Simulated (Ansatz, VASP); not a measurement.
Two plane-wave programs on Sn3Se

```xyz
4
Lattice="4.9621 -0.9924 -0.9924 -0.9924 4.9621 -0.9924 -0.9924 -0.9924 4.9621" Properties=species:S:1:pos:R:3 pbc="T T T"
Sn   -0.9924    1.9848    1.9848
Sn    1.9848   -0.9924    1.9848
Sn    1.9848    1.9848   -0.9924
Se    0.0000    0.0000    0.0000
```

Alike in both runs: task single point; functional r2SCAN; k mesh 12 × 12 × 12; occupations gaussian, width 0.15 eV; no spin polarisation.

|  | VASP | Ansatz |
| --- | --- | --- |
| version | VASP 6.6.1 | Ansatz 0.2.0 |
| potentials or method | VASP PAW PBE potentials, release 64 (Sn_d, Se), cutoff 520 eV | scalar-relativistic, plane waves, PAW |
| valence electrons in the cell | 48 | 58 |

```csv
,VASP,Ansatz,Ansatz less VASP
gap on the k mesh at the Fermi level (eV),none,none,-
pressure (GPa),1.7,1.7,-0.01
```

VASP's potentials were made for PBE, not for r2SCAN. A gap of «none» marks a metal or a gap that the smearing closes. VASP's potentials hold 48 valence electrons a cell and Ansatz's 58, so a difference there can come from the potentials and not from the codes.
